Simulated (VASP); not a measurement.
The system is Nb.

```xyz
2
Lattice="2.9600 0.0000 0.0000 -1.4800 2.5634 0.0000 0.0000 0.0000 4.8337" Properties=species:S:1:pos:R:3 pbc="T T T"
Nb    0.0000    1.7090    1.2084
Nb    1.4800    0.8545    3.6253
```

| Item | Value |
| --- | --- |
| Program | VASP 6.6.1 |
| Task | relaxation of cell and atoms |
| Functional | PBE |
| Potentials or basis | VASP PAW PBE potentials, release 64 (Nb_sv) |
| Cutoff | 600 eV |
| k mesh | 8 × 8 × 4 |
| Occupations | fermi-dirac, width 0.1 eV |
| Spin | no spin polarisation |

At the start: pressure 2.9 GPa; volume 18.34 Å³/atom.

Q: How do energy, volume and symmetry change on relaxing?

A: Over 8 steps the energy falls by 49.6 meV/atom and the volume is 18.72 Å³/atom (+2.1 %); space group P6_3/mmc (No. 194, to 0.05 Å).

Step by step:
```tsv
step	energy change (eV)	largest force (eV/Å)	pressure (GPa)	volume (Å³)
1	0.0000	0.0000	2.91	36.68
2	-0.0435	0.0000	-4.47	38.45
3	-0.0436	0.0000	-4.38	38.41
4	-0.0768	0.0000	-3.65	38.26
5	-0.0939	0.0000	-2.63	38.07
6	-0.0941	0.0000	-2.53	38.05
7	-0.0992	0.0000	0.04	37.42
8	-0.0992	0.0000	-0.07	37.45
```

Final structure:
```
Nb
1.0
     2.87480    0.00000    0.00000
    -1.43740    2.48965    0.00000
     0.00000    0.00000    5.23220
Nb
2
Cartesian
  0.0000 1.6598 1.3081
  1.4374 0.8299 3.9242
```
